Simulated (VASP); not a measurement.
# Ag (I4/mmm) in VASP: a series of runs, part 2 of 2

VASP 6.6.1. Earlier steps stand in the parts before.

## (3) Single point, PBEsol (strain -0.0375 x Voigt [1, 1, 0, 0, 0, 0])

File INCAR:

```
ALGO = Normal
EDIFF = 1E-7
ENCUT = 520
GGA = PS
ISIF = 2
ISMEAR = 0
LASPH = True
LCHARG = True
LELF = True
LREAL = False
LVHAR = True
LWAVE = False
NBANDS = 12
NELM = 100
PREC = Accurate
SIGMA = 0.15
```

File KPOINTS:

```
k-points
0
Gamma
  20 20 20
```

File POSCAR:

```
Ag
1.0
    0.0000000000      1.9664837500      2.0431000000
    1.9664837500      0.0000000000      2.0431000000
    1.9664837500      1.9664837500      0.0000000000
Ag
1
Direct
    0.0000000000      0.0000000000      0.0000000000
```

Potentials or basis: VASP PAW PBE potentials, release 64 (Ag).

On the command line:

```bash
$ cat potpaw_PBE.64/Ag/POTCAR > POTCAR
$ mpirun -np 1 vasp_std > vasp.out
```

OUTCAR:

```text
EDIFF = 1E-7
   ENCUT = 520
   GGA = PS
   ISIF = 2
   ISMEAR = 0
   LASPH = True
   LREAL = False
   NELM = 100
   PREC = Accurate

 ion  position               nearest neighbor table
   1  0.000  0.000  0.000-

  LATTYP: Found a body centered tetragonal cell.
 ALAT       =     2.7810279894
 C/A-ratio  =     1.4693127921

  Lattice vectors:

 A1 = (  -1.9664837500,   0.0000000000,   2.0431000000)
 A2 = (   1.9664837500,   0.0000000000,   2.0431000000)
 A3 = (   0.0000000000,   1.9664837500,  -2.0431000000)

[... 539 lines left out ...]

 [... further k-points ...]

------------------------ aborting loop because EDIFF is reached ----------------------------------------

  FORCE on cell =-STRESS in cart. coord.  units (eV):
  Direction    XX          YY          ZZ          XY          YZ          ZX
  --------------------------------------------------------------------------------------
  -------------------------------------------------------------------------------------
  Total        0.7688471      0.7688471      0.5548925      0.0000000     -0.0000000      0.0000000
  in kB       77.9561244     77.9561244     56.2625092      0.0000000     -0.0000000      0.0000000
  external PRESSURE =      70.7249193 kB  Pullay stress =       0.0000000 kB

 VOLUME and BASIS-vectors are now :
 -----------------------------------------------------------------------------
  energy-cutoff  :      520.00
  volume of cell :       15.80
      direct lattice vectors                 reciprocal lattice vectors
     0.000000000  1.966483750  2.043100000    -0.254260937  0.254260937  0.244726151
     1.966483750  0.000000000  2.043100000     0.254260937 -0.254260937  0.244726151
     1.966483750  1.966483750  0.000000000     0.254260937  0.254260937 -0.244726151

 POSITION                                       TOTAL-FORCE (eV/Angst)
 -----------------------------------------------------------------------------------
      0.00000      0.00000      0.00000         0.000000     -0.000000      0.000000
 -----------------------------------------------------------------------------------
    total drift:                               -0.000000      0.000000      0.000000

  FREE ENERGIE OF THE ION-ELECTRON SYSTEM (eV)
  ---------------------------------------------------
  free  energy   TOTEN  =        -3.2923081479 eV

  energy  without entropy=       -3.2897124805  energy(sigma->0) =       -3.29101031
```

OSZICAR:

```text
N       E                     dE             d eps       ncg     rms          rms(c)
DAV:   1     0.520849227756E+02    0.52085E+02   -0.55343E+03 15504   0.839E+02
DAV:   2    -0.284275174924E+01   -0.54928E+02   -0.52112E+02 17912   0.198E+02
DAV:   3    -0.366435062072E+01   -0.82160E+00   -0.82089E+00 18224   0.254E+01
DAV:   4    -0.366676025485E+01   -0.24096E-02   -0.24095E-02 17764   0.144E+00
DAV:   5    -0.366677745227E+01   -0.17197E-04   -0.17199E-04 18308   0.109E-01    0.679E+00
DAV:   6    -0.331112886095E+01    0.35565E+00   -0.13352E+00 16984   0.104E+01    0.396E+00
DAV:   7    -0.329713202865E+01    0.13997E-01   -0.17439E-02 17828   0.121E+00    0.218E+00
DAV:   8    -0.329230007380E+01    0.48320E-02   -0.86091E-04 17772   0.219E-01    0.131E-01
DAV:   9    -0.329230656736E+01   -0.64936E-05   -0.94020E-06 17832   0.235E-02    0.204E-02
DAV:  10    -0.329230850624E+01   -0.19389E-05   -0.24349E-06 18112   0.118E-02    0.663E-03
DAV:  11    -0.329230818425E+01    0.32198E-06   -0.98880E-08 12400   0.267E-03    0.554E-04
DAV:  12    -0.329230814786E+01    0.36391E-07   -0.64509E-09  9436   0.689E-04
   1 F= -.32923081E+01 E0= -.32910103E+01  d E =-.259567E-02
```

stdout:

```text
POSCAR found type information on POSCAR Ag
 POSCAR found :  1 types and       1 ions
 scaLAPACK will be used
 -----------------------------------------------------------------------------
|                                                                             |
|                                                                             |
|     You enforced a specific xc type in the INCAR file but a different       |
|     I HOPE YOU KNOW WHAT YOU ARE DOING!                                     |
|                                                                             |
 -----------------------------------------------------------------------------

 LDA part: xc-table for (Slater+PW92), standard interpolation
 POSCAR, INCAR and KPOINTS ok, starting setup
 FFT: planning ... GRIDC
 FFT: planning ... GRID_SOFT
 FFT: planning ... GRID
 WAVECAR not read
 entering main loop
```

Wall time 78 s (1 thread of Intel Xeon 8259CL, shared host); peak memory 0.24 GiB.

Results:

```yaml
Free_energy: -3.2923 eV
Pressure: 7.1 GPa
Band_gap_on_the_k_mesh: zero (an odd number of electrons rules out a gap without spin polarisation)
```

Levels at points of the mesh, in eV from the Fermi level:
```
           k point  band 4  band 5  band 6  band 7  band 8  band 9
(0.00, 0.00, 0.00)   -4.97   -4.02   -3.73   16.15   19.73   20.37
(0.50, 0.00, 0.00)   -3.02   -2.90   -0.67    4.03   15.28   18.26
(0.50, 0.50, 0.00)   -2.74   -2.74    1.01    6.68   11.47   11.47
(0.50, 0.00, 0.50)   -2.82   -2.61    1.70    7.67   10.72   10.81
```

Caveat: the cell differs from its parent crystal (strain -0.0375 x Voigt [1, 1, 0, 0, 0, 0]); the cell stands under pressure; the PAW data sets were made with another functional, which shifts forces and pressure a little.
